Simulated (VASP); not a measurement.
Input of a VASP 6.6.1 run:

File INCAR:

```
SYSTEM = Ru2C3
PREC     = Accurate       ! precision mode
ENCUT    = 600            ! plane-wave cutoff, eV
EDIFF    = 1E-7           ! SCF threshold, eV
ISMEAR   = 0              ! smearing method
SIGMA    = 0.1            ! smearing width, eV
LREAL    = .FALSE.        ! projectors in reciprocal space
LASPH    = .TRUE.         ! aspherical terms in the spheres
NELM     = 80             ! most SCF steps
ALGO     = Normal         ! electronic algorithm
ISIF     = 3              ! what is computed and relaxed
LWAVE    = .FALSE.        ! write WAVECAR
LCHARG   = .FALSE.        ! write CHGCAR
GGA      = PE             ! functional
IBRION   = 2              ! ionic algorithm
NSW      = 100            ! ionic steps
EDIFFG   = -0.01          ! ionic threshold
```

Contents of KPOINTS:

```
Automatic mesh
0
G
  12 12 8
  0 0 0
```

Contents of POSCAR:

```
Ru2C3
1.0
    3.2139202206      0.0000000000      0.0000000000
   -1.6069601103      2.7833365568      0.0000000000
    0.0000000000      0.0000000000      5.4170676018
Ru C
2 3
Direct
    0.3333333333      0.6666666667      0.2269760630
    0.6666666667      0.3333333333      0.7730239370
    0.0000000000      0.0000000000      0.0000000000
    0.3333333333      0.6666666667      0.5942910433
    0.6666666667      0.3333333333      0.4057089567
```

Potentials or basis: VASP PAW PBE potentials, release 64 (Ru_pv, C).

Command:

```bash
$ cat potpaw_PBE.64/Ru_pv/POTCAR potpaw_PBE.64/C/POTCAR > POTCAR
$ mpirun -np 1 vasp_std > vasp.out
```

(1) What does it give for the space group after relaxing (to 0.05 Å)?

(2) What does it give for the relaxed volume?

(3) Predict the band gap on the k mesh.

## Answers

(1) P-3m1 (No. 164).

(2) 9.70 Å³/atom.

(3) zero (band 20 reaches 11.34 eV, above the bottom of band 21 at 10.19 eV).
